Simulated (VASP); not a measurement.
**Cu: single point with revPBE+D4**

The system is Cu.

```
CELL_PARAMETERS angstrom
0.00000 1.78307 1.78307
1.78307 0.00000 1.78307
1.78307 1.78307 0.00000
ATOMIC_POSITIONS crystal
Cu 0.00000 0.00000 0.00000
```

```json
{"Program": "VASP 6.6.1", "Task": "single point", "Functional": "revPBE", "Dispersion": "D4", "Potentials or basis": "VASP PAW PBE potentials, release 64 (Cu)", "Cutoff": "600 eV", "k mesh": "13 × 13 × 13", "Occupations": "fermi-dirac, width 0.05 eV", "Spin": "no spin polarisation", "Dipole correction": "no", "Further INCAR settings": "ALGO = Normal; EDIFF = 1e-06; NBANDS = 12"}
```

The pressure is -1.0 GPa and the dispersion energy per atom is -1.020 eV.

Levels at points of the mesh, in eV from the Fermi level:
| k point | band 2 | band 3 | band 4 | band 5 | band 6 | band 7 | band 8 | band 9 | band 10 | band 11 |
| --- | --- | --- | --- | --- | --- | --- | --- | --- | --- | --- |
| (0.00, 0.00, 0.00) | -3.35 | -3.35 | -3.35 | -2.47 | -2.47 | 22.69 | 25.72 | 25.72 | 25.72 | 28.23 |

Wall time 8 s on 1 thread of AMD EPYC 9R45 96-Core Processor (Zen 5), on a shared host, peak memory 0.1 GiB.

Caveat: the PAW data sets were made with another functional, which shifts forces and pressure a little; pairwise dispersion overbinds metals, which lowers pressure and volume.
